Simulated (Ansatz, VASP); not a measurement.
**Two plane-wave programs on BeSn2S3**

```
Be Sn S
1.0
     2.15735   -7.24587    0.00000
     2.15735    7.24587    0.00000
     0.00000    0.00000    4.46477
Be Sn S
1 2 3
Direct
  0.00000 0.00000 0.00000
  0.12500 0.87500 0.50000
  0.87500 0.12500 0.50000
  0.50000 0.50000 0.50000
  0.31500 0.68500 0.00000
  0.68500 0.31500 0.00000
```

Change from the starting cell: species swapped into the TlAg3Te2 type (Cmmm, No. 65).

Alike in both runs: task relaxation of cell and atoms; functional PBE; k mesh 3 × 3 × 3; occupations gaussian, width 0.15 eV; no spin polarisation.

|  | VASP | Ansatz |
| --- | --- | --- |
| version | VASP 6.6.1 | Ansatz 0.2.0 |
| potentials or method | VASP PAW PBE potentials, release 64 (Be, Sn_d, S), cutoff 600 eV | scalar-relativistic, plane waves, PAW |
| valence electrons in the cell | 48 | 48 |

```csv
,VASP,Ansatz,Ansatz less VASP
"gap on the k mesh at the Fermi level, each at its own relaxed structure (eV)",none,none,-
relaxed volume (Å³/atom),22.27,22.30,+0.036
relaxed length of the cell vector where the two differ most in proportion (Å),10.375,10.428,+0.0531
```

A gap of «none» marks a metal or a gap that the smearing closes.

The k mesh is coarse, so the values compare programs but aren't converged.
